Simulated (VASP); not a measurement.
# CdSe (a.bB) (F-43m) in VASP: notebook

Runs on CdSe (a.bB). Level: PBEsol. Tasks: single point.

Program: VASP 6.6.1. These are calculated values, not measurements. Logs are shortened: lines on timing, memory, paths and dates and some standing lists are left out, and cuts for length are marked.

### Step 1. The cell of the first run

The structure is cubic, space group F-43m (No. 216). Conventional cell: a = 6.100 Å, b = 6.100 Å, c = 6.100 Å, α = 90.00°, β = 90.00°, γ = 90.00°. Within 3.5 Å of Cd (site symmetry -43m) lie 4 Se at 2.64 Å. Within 3.5 Å of Se (site symmetry -43m) lie 4 Cd at 2.64 Å.

### Step 2. Single point, PBEsol

Input file INCAR:

```
SYSTEM = CdSe
ALGO = Normal
EDIFF = 1E-6
ENCUT = 500
GGA = PS
GGA_COMPAT = .False.
ISIF = 2
ISMEAR = 0
LASPH = .True.
LCHARG = .False.
LREAL = .False.
LWAVE = .False.
NBANDS = 16
NELM = 120
PREC = Accurate
SIGMA = 0.1
```

Input file KPOINTS:

```
k-points
0
Gamma
  6 6 6
  0 0 0
```

Input file POSCAR:

```
CdSe
1.0
    0.0000000000      3.0500000000      3.0500000000
    3.0500000000      0.0000000000      3.0500000000
    3.0500000000      3.0500000000      0.0000000000
Cd Se
1 1
Direct
    0.0000000000      0.0000000000      0.0000000000
    0.2500000000      0.2500000000      0.2500000000
```

Potentials or basis: VASP PAW PBE potentials, release 64 (Cd, Se).

Run with:

```sh
cat potpaw_PBE.64/Cd/POTCAR potpaw_PBE.64/Se/POTCAR > POTCAR
mpirun -np 1 vasp_std > vasp.out
```

OUTCAR:

```text
SYSTEM = CdSe
   EDIFF = 1E-6
   ENCUT = 500
   GGA = PS
   ISIF = 2
   ISMEAR = 0
   LASPH = .True.
   LREAL = .False.
   NELM = 120
   PREC = Accurate

 ion  position               nearest neighbor table
   1  0.000  0.000  0.000-   2 2.64   2 2.64   2 2.64   2 2.64
   2  0.250  0.250  0.250-   1 2.64   1 2.64   1 2.64   1 2.64

  LATTYP: Found a face centered cubic cell.
 ALAT       =     6.1000000000

  Lattice vectors:

 A1 = (   0.0000000000,   3.0500000000,   3.0500000000)
 A2 = (   3.0500000000,   0.0000000000,   3.0500000000)
 A3 = (   3.0500000000,   3.0500000000,   0.0000000000)

Analysis of symmetry for initial positions (statically):
=====================================================================
 Subroutine PRICEL returns:
 Original cell was already a primitive cell.

 Routine SETGRP: Setting up the symmetry group for a
 face centered cubic supercell.

 Subroutine GETGRP returns: Found 24 space group operations
 (whereof 24 operations were pure point group operations)
 out of a pool of 48 trial point group operations.

The static configuration has the point symmetry T_d .

Analysis of symmetry for dynamics (positions and initial velocities):
=====================================================================
 Subroutine PRICEL returns:
 Original cell was already a primitive cell.

 Routine SETGRP: Setting up the symmetry group for a
 face centered cubic supercell.

 Subroutine GETGRP returns: Found 24 space group operations
 (whereof 24 operations were pure point group operations)
 out of a pool of 48 trial point group operations.

The dynamic configuration has the point symmetry T_d .

 Subroutine INISYM returns: Found 24 space group operations
 (whereof 24 operations are pure point group operations),
 and found     1 'primitive' translations

----------------------------------------------------------------------------------------

                                     Primitive cell

  volume of cell :      56.7452

  direct lattice vectors                    reciprocal lattice vectors
     0.000000000  3.050000000  3.050000000    -0.163934426  0.163934426  0.163934426
     3.050000000  0.000000000  3.050000000     0.163934426 -0.163934426  0.163934426
     3.050000000  3.050000000  0.000000000     0.163934426  0.163934426 -0.163934426

  length of vectors
     4.313351365  4.313351365  4.313351365     0.283942755  0.283942755  0.283942755

[... 70 lines left out ...]
   NELM   =    120;   NELMIN=  2; NELMDL= -5     # of ELM steps
   EDIFF  = 0.1E-05   stopping-criterion for ELM
   LREAL  =      F    real-space projection
   EDIFFG = 0.1E-04   stopping-criterion for IOM
   NSW    =      0    number of steps for IOM
   IBRION =     -1    ionic relax: 0-MD 1-quasi-New 2-CG
   NFREE  =      0    steps in history (QN), initial steepest desc. (CG)
   ISIF   =      2    stress and relaxation
   ISYM   =      2    0-nonsym 1-usesym 2-fastsym
   POTIM  = 0.5000    time-step for ionic-motion
   TEBEG  =    0.0;   TEEND  =   0.0 temperature during run
   PSTRESS=    0.0 pullay stress
   NELECT =      18.0000    total number of electrons
   NUPDOWN=      -1.0000    fix difference up-down
   EMIN   =  10.00;   EMAX   =-10.00  energy-range for DOS
   EFERMI =   0.00;   METHOD = LEGACY
   ISMEAR =     0;   SIGMA  =   0.10  broadening in eV -4-tet -1-fermi 0-gaus
   EFERMI_NEDOS =   21; number of points for ismear=-14 and -15
   IALGO  =     38    algorithm
   IMIX   =      4    mixing-type and parameters
     AMIX     =   0.40;   BMIX     =  1.00
     AMIX_MAG =   1.60;   BMIX_MAG =  1.00
  volume/ion in A,a.u.               =      28.37       191.47
  Fermi-wavevector in a.u.,A,eV,Ry     =   1.116493  2.109865 16.960419  1.246556
  Thomas-Fermi vector in A             =   2.253107
   LORBIT       =      0    0 simple, 1 ext, 2 COOP (PROOUT), +10 PAW based schemes
   GGA     = PS    functional components
   LHFCALC =     F    Hartree Fock is set to
   AEXX    =    0.0000 exact exchange contribution
   IVDW    =     0    specifies the selected vdW correction
   LEPSILON=     F    determine dielectric tensor
   LRPA    =     F    only Hartree local field effects (RPA)
 non-spin polarized calculation
 Gauss-broadening in eV      SIGMA  =   0.10
  energy-cutoff  :      500.00
  volume of cell :       56.75
 maximum number of plane-waves:      1459
   NGX = 15   NGY = 15   NGZ = 15

 number of electron      18.0000005 magnetization

 Free energy of the ion-electron system (eV)
  ---------------------------------------------------
  ext. energy  EPLUGINS =         0.00000000
  ---------------------------------------------------
  free energy    TOTEN  =        -6.17281357 eV

  energy without entropy =       -6.17280939  energy(sigma->0) =       -6.17281148

 E-fermi :   0.9898     XC(G=0):  -9.0583

 val. band max:        0.7472062534   @ k =   0.0000   0.0000   0.0000
 cond. band min:       1.2105509850   @ k =   0.0000   0.0000   0.0000
 fundamental gap:      0.4633447315
 Fermi energy:         0.9898471778

 k-point     1 :       0.0000    0.0000    0.0000
  band No.  band energies     occupation
      1     -11.8274      2.00000
      2      -7.1397      2.00000
      3      -7.1397      2.00000
      4      -7.1397      2.00000
      5      -6.7680      2.00000
      6      -6.7680      2.00000
[... 281 lines left out ...]
      3      -6.9345      2.00000
      4      -6.8315      2.00000
      5      -6.7408      2.00000
      6      -6.3230      2.00000
[... 8 lines left out ...]
     15      13.4336      0.00000
     16      13.6259      0.00000

------------------------ aborting loop because EDIFF is reached ----------------------------------------

  FORCE on cell =-STRESS in cart. coord.  units (eV):
  Direction    XX          YY          ZZ          XY          YZ          ZX
  --------------------------------------------------------------------------------------
  -------------------------------------------------------------------------------------
  Total       -0.0442930     -0.0442930     -0.0442930      0.0000000      0.0000000     -0.0000000
  in kB       -1.2505943     -1.2505943     -1.2505943      0.0000000      0.0000000     -0.0000000
  external PRESSURE =      -1.2505943 kB  Pullay stress =       0.0000000 kB

 VOLUME and BASIS-vectors are now :
 -----------------------------------------------------------------------------
  energy-cutoff  :      500.00
  volume of cell :       56.75
      direct lattice vectors                 reciprocal lattice vectors
     0.000000000  3.050000000  3.050000000    -0.163934426  0.163934426  0.163934426
     3.050000000  0.000000000  3.050000000     0.163934426 -0.163934426  0.163934426
     3.050000000  3.050000000  0.000000000     0.163934426  0.163934426 -0.163934426

 POSITION                                       TOTAL-FORCE (eV/Angst)
 -----------------------------------------------------------------------------------
      0.00000      0.00000      0.00000         0.000000      0.000000      0.000000
      1.52500      1.52500      1.52500        -0.000000     -0.000000     -0.000000
 -----------------------------------------------------------------------------------
    total drift:                                0.000000      0.000000      0.000000

  FREE ENERGIE OF THE ION-ELECTRON SYSTEM (eV)
  ---------------------------------------------------
  free  energy   TOTEN  =        -6.1728135669 eV

  energy  without entropy=       -6.1728093910  energy(sigma->0) =       -6.17281148
```

OSZICAR:

```text
N       E                     dE             d eps       ncg     rms          rms(c)
DAV:   1     0.106485425678E+03    0.10649E+03   -0.87123E+03   520   0.989E+02
DAV:   2    -0.245057627320E+01   -0.10894E+03   -0.10234E+03   608   0.246E+02
DAV:   3    -0.653835183610E+01   -0.40878E+01   -0.40811E+01   624   0.496E+01
DAV:   4    -0.655495051814E+01   -0.16599E-01   -0.16598E-01   648   0.316E+00
DAV:   5    -0.655505466085E+01   -0.10414E-03   -0.10414E-03   616   0.215E-01    0.585E+00
DAV:   6    -0.619720193328E+01    0.35785E+00   -0.56893E-01   736   0.971E+00    0.473E+00
DAV:   7    -0.617412536276E+01    0.23077E-01   -0.13021E-01   608   0.247E+00    0.214E+00
DAV:   8    -0.617286293613E+01    0.12624E-02   -0.13184E-02   560   0.140E+00    0.222E-01
DAV:   9    -0.617276757832E+01    0.95358E-04   -0.14023E-03   640   0.502E-01    0.429E-02
DAV:  10    -0.617278800358E+01   -0.20425E-04   -0.14724E-04   608   0.157E-01    0.377E-02
DAV:  11    -0.617281407550E+01   -0.26072E-04   -0.46413E-05   600   0.495E-02    0.163E-02
DAV:  12    -0.617281356695E+01    0.50855E-06   -0.16378E-06   504   0.165E-02
   1 F= -.61728136E+01 E0= -.61728115E+01  d E =-.417594E-05
```

stdout:

```text
POSCAR found type information on POSCAR CdSe
 POSCAR found :  2 types and       2 ions
 scaLAPACK will be used
 -----------------------------------------------------------------------------
|                                                                             |
|                                                                             |
|     You enforced a specific xc type in the INCAR file but a different       |
|     I HOPE YOU KNOW WHAT YOU ARE DOING!                                     |
|                                                                             |
 -----------------------------------------------------------------------------

 LDA part: xc-table for (Slater+PW92), standard interpolation
 POSCAR, INCAR and KPOINTS ok, starting setup
 FFT: planning ... GRIDC
 FFT: planning ... GRID_SOFT
 FFT: planning ... GRID
 WAVECAR not read
 entering main loop
```

It took 6.1 s on 1 thread of Intel Xeon Platinum 8559C (Emerald Rapids), shared host; peak memory 0.18 GiB.

What came out:

```yaml
Free_energy: -6.1728 eV
Pressure: -0.1 GPa
Band_gap_on_the_k_mesh: 0.46 eV, direct
```

Caveat: the PAW data sets were made with another functional, which shifts forces and pressure a little. Expect the measured gap to be larger: semilocal functionals such as PBEsol lack the derivative discontinuity.

### Step 3. Single point, PBEsol

This run uses another cell than the first one, of 28.12 Å³/atom, 0.991 times its volume.

Input file INCAR:

```
ALGO = Normal
EDIFF = 1E-6
ENCUT = 500
GGA = PS
GGA_COMPAT = F
ISIF = 2
ISMEAR = 0
LASPH = T
LCHARG = F
LREAL = F
LWAVE = F
NBANDS = 16
NELM = 120
PREC = Accurate
SIGMA = 0.02
```

Input file KPOINTS:

```
k-points
0
Gamma
  10 10 10
```

Input file POSCAR:

```
CdSe
1.0
    0.0000000000      3.0409626443      3.0409626443
    3.0409626443      0.0000000000      3.0409626443
    3.0409626443      3.0409626443      0.0000000000
Cd Se
1 1
Direct
    0.0000000000      0.0000000000      0.0000000000
    0.2500000000      0.2500000000      0.2500000000
```

Potentials or basis: VASP PAW PBE potentials, release 64 (Cd, Se).

Run with:

```sh
cat potpaw_PBE.64/Cd/POTCAR potpaw_PBE.64/Se/POTCAR > POTCAR
mpirun -np 1 vasp_std > vasp.out
```

OUTCAR:

```text
EDIFF = 1E-6
   ENCUT = 500
   GGA = PS
   ISIF = 2
   ISMEAR = 0
   LASPH = T
   LREAL = F
   NELM = 120
   PREC = Accurate

 ion  position               nearest neighbor table
   1  0.000  0.000  0.000-   2 2.63   2 2.63   2 2.63   2 2.63
   2  0.250  0.250  0.250-   1 2.63   1 2.63   1 2.63   1 2.63

  LATTYP: Found a face centered cubic cell.
 ALAT       =     6.0819252886

  Lattice vectors:

 A1 = (   0.0000000000,   3.0409626443,   3.0409626443)
 A2 = (   3.0409626443,   0.0000000000,   3.0409626443)
 A3 = (   3.0409626443,   3.0409626443,   0.0000000000)

Analysis of symmetry for initial positions (statically):
=====================================================================
 Subroutine PRICEL returns:
 Original cell was already a primitive cell.

 Routine SETGRP: Setting up the symmetry group for a
 face centered cubic supercell.

 Subroutine GETGRP returns: Found 24 space group operations
 (whereof 24 operations were pure point group operations)
 out of a pool of 48 trial point group operations.

The static configuration has the point symmetry T_d .

Analysis of symmetry for dynamics (positions and initial velocities):
=====================================================================
 Subroutine PRICEL returns:
 Original cell was already a primitive cell.

 Routine SETGRP: Setting up the symmetry group for a
 face centered cubic supercell.

 Subroutine GETGRP returns: Found 24 space group operations
 (whereof 24 operations were pure point group operations)
 out of a pool of 48 trial point group operations.

The dynamic configuration has the point symmetry T_d .

 Subroutine INISYM returns: Found 24 space group operations
 (whereof 24 operations are pure point group operations),
 and found     1 'primitive' translations
[... 103 lines left out ...]
   POTIM  = 0.5000    time-step for ionic-motion
   TEBEG  =    0.0;   TEEND  =   0.0 temperature during run
   PSTRESS=    0.0 pullay stress
   NELECT =      18.0000    total number of electrons
   NUPDOWN=      -1.0000    fix difference up-down
   EMIN   =  10.00;   EMAX   =-10.00  energy-range for DOS
   EFERMI =   0.00;   METHOD = LEGACY
   ISMEAR =     0;   SIGMA  =   0.02  broadening in eV -4-tet -1-fermi 0-gaus
   EFERMI_NEDOS =   21; number of points for ismear=-14 and -15
   IALGO  =     38    algorithm
   IMIX   =      4    mixing-type and parameters
     AMIX     =   0.40;   BMIX     =  1.00
     AMIX_MAG =   1.60;   BMIX_MAG =  1.00
  volume/ion in A,a.u.               =      28.12       189.77
  Fermi-wavevector in a.u.,A,eV,Ry     =   1.119811  2.116135 17.061377  1.253976
  Thomas-Fermi vector in A             =   2.256452
   LORBIT       =      0    0 simple, 1 ext, 2 COOP (PROOUT), +10 PAW based schemes
   GGA     = PS    functional components
   LHFCALC =     F    Hartree Fock is set to
   AEXX    =    0.0000 exact exchange contribution
   IVDW    =     0    specifies the selected vdW correction
   LEPSILON=     F    determine dielectric tensor
   LRPA    =     F    only Hartree local field effects (RPA)
 non-spin polarized calculation
 Gauss-broadening in eV      SIGMA  =   0.02
  energy-cutoff  :      500.00
  volume of cell :       56.24
 maximum number of plane-waves:      1458
   NGX = 15   NGY = 15   NGZ = 15

 number of electron      18.0000002 magnetization

 Free energy of the ion-electron system (eV)
  ---------------------------------------------------
  ext. energy  EPLUGINS =         0.00000000
  ---------------------------------------------------
  free energy    TOTEN  =        -6.17770825 eV

  energy without entropy =       -6.17770825  energy(sigma->0) =       -6.17770825

 E-fermi :   0.9794     XC(G=0):  -9.1007

 val. band max:        0.8132240211   @ k =   0.0000   0.0000   0.0000
 cond. band min:       1.2966298696   @ k =   0.0000   0.0000   0.0000
 fundamental gap:      0.4834058486
 Fermi energy:         0.9794311113

 k-point     1 :       0.0000    0.0000    0.0000
  band No.  band energies     occupation
      1     -11.8124      2.00000
      2      -7.0997      2.00000
      3      -7.0997      2.00000
      4      -7.0997      2.00000
      5      -6.7180      2.00000
      6      -6.7180      2.00000
[... 433 lines left out ...]
      3      -6.9016      2.00000
      4      -6.8566      2.00000
      5      -6.6727      2.00000
      6      -6.5584      2.00000
[... 8 lines left out ...]
     15      12.9969      0.00000
     16      14.3994      0.00000

 [... further k-points ...]
[... 5 lines left out ...]
  --------------------------------------------------------------------------------------
  -------------------------------------------------------------------------------------
  Total        0.1150717      0.1150717      0.1150717      0.0000000     -0.0000000      0.0000000
  in kB        3.2780524      3.2780524      3.2780524      0.0000000     -0.0000000      0.0000000
  external PRESSURE =       3.2780524 kB  Pullay stress =       0.0000000 kB

 VOLUME and BASIS-vectors are now :
 -----------------------------------------------------------------------------
  energy-cutoff  :      500.00
  volume of cell :       56.24
      direct lattice vectors                 reciprocal lattice vectors
     0.000000000  3.040962644  3.040962644    -0.164421619  0.164421619  0.164421619
     3.040962644  0.000000000  3.040962644     0.164421619 -0.164421619  0.164421619
     3.040962644  3.040962644  0.000000000     0.164421619  0.164421619 -0.164421619

 POSITION                                       TOTAL-FORCE (eV/Angst)
 -----------------------------------------------------------------------------------
      0.00000      0.00000      0.00000         0.000000      0.000000     -0.000000
      1.52048      1.52048      1.52048        -0.000000     -0.000000      0.000000
 -----------------------------------------------------------------------------------
    total drift:                                0.000000      0.000000      0.000000

  FREE ENERGIE OF THE ION-ELECTRON SYSTEM (eV)
  ---------------------------------------------------
  free  energy   TOTEN  =        -6.1777082483 eV

  energy  without entropy=       -6.1777082483  energy(sigma->0) =       -6.17770825
```

stdout:

```text
POSCAR found type information on POSCAR CdSe
 POSCAR found :  2 types and       2 ions
 scaLAPACK will be used
 -----------------------------------------------------------------------------
|                                                                             |
|                                                                             |
|     You enforced a specific xc type in the INCAR file but a different       |
|     I HOPE YOU KNOW WHAT YOU ARE DOING!                                     |
|                                                                             |
 -----------------------------------------------------------------------------

 LDA part: xc-table for (Slater+PW92), standard interpolation
 POSCAR, INCAR and KPOINTS ok, starting setup
 FFT: planning ... GRIDC
 FFT: planning ... GRID_SOFT
 FFT: planning ... GRID
 WAVECAR not read
 entering main loop
```

It took 13 s on 1 thread of Intel Xeon Platinum 8559C (Emerald Rapids), shared host; peak memory 0.19 GiB.

What came out:

```
Free energy            : -6.1777 eV
Pressure               : 0.3 GPa
Band gap on the k mesh : 0.48 eV, direct
```

Caveat: the PAW data sets were made with another functional, which shifts forces and pressure a little.
